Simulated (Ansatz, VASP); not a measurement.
**Two plane-wave programs on C**

```
C
1.0
     2.65290    0.00000    0.00000
    -1.32645    2.29748    0.00000
     0.00000    0.00000   12.42911
C
12
Direct
  0.00000 0.00000 0.18686
  0.00000 0.00000 0.68686
  0.00000 0.00000 0.31314
  0.00000 0.00000 0.81314
  0.33333 0.66667 0.52077
  0.66667 0.33333 0.02077
  0.33333 0.66667 0.97923
  0.66667 0.33333 0.47923
  0.33333 0.66667 0.64510
  0.66667 0.33333 0.14510
  0.33333 0.66667 0.85490
  0.66667 0.33333 0.35490
```

Alike in both runs: task single point; functional PBE; k mesh 12 × 12 × 2; occupations gaussian, width 0.05 eV; no spin polarisation.

|  | VASP | Ansatz |
| --- | --- | --- |
| version | VASP 6.6.1 | Ansatz 0.2.0 |
| potentials or method | VASP PAW PBE potentials, release 64 (C), cutoff 520 eV | scalar-relativistic, plane waves, PAW |
| valence electrons in the cell | 48 | 48 |

```csv
,VASP,Ansatz,Ansatz less VASP
gap on the k mesh at the Fermi level (eV),3.72,3.73,+0.008
least direct gap on the mesh (eV),4.58,4.59,+0.006
rms of the force components (eV/Å),0.034,0.034,0.0000
```

Atom by atom the forces differ by 0.007 eV/Å (rms over components).
